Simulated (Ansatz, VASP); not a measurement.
# SiC: VASP beside Ansatz

```
CELL_PARAMETERS angstrom
0.00000 2.17940 2.17940
2.17940 0.00000 2.17940
2.17940 2.17940 0.00000
ATOMIC_POSITIONS crystal
C 0.75000 0.75000 0.75000
Si 0.50000 0.50000 0.50000
```

Alike in both runs: functional PBEsol; k mesh 8 × 8 × 8; occupations gaussian, width 0.1 eV; no spin polarisation.

Ansatz relaxed the structure, and its values are those at the end. VASP's run is a single point on that final structure, the one shown.

|  | VASP | Ansatz |
| --- | --- | --- |
| version | VASP 6.6.1 | Ansatz 0.2.0 |
| potentials or method | VASP PAW PBE potentials, release 64 (C, Si), cutoff 600 eV | scalar-relativistic, plane waves, PAW |
| valence electrons in the cell | 8 | 8 |

|  | VASP | Ansatz | Ansatz less VASP |
| --- | --- | --- | --- |
| gap on the k mesh at the Fermi level (eV) | 1.23 | 1.24 | +0.010 |
| least direct gap on the mesh (eV) | 4.44 | 4.45 | +0.009 |
| pressure (GPa) | -0.1 | -0.3 | -0.23 |

VASP's potentials were made for PBE, not for PBEsol.
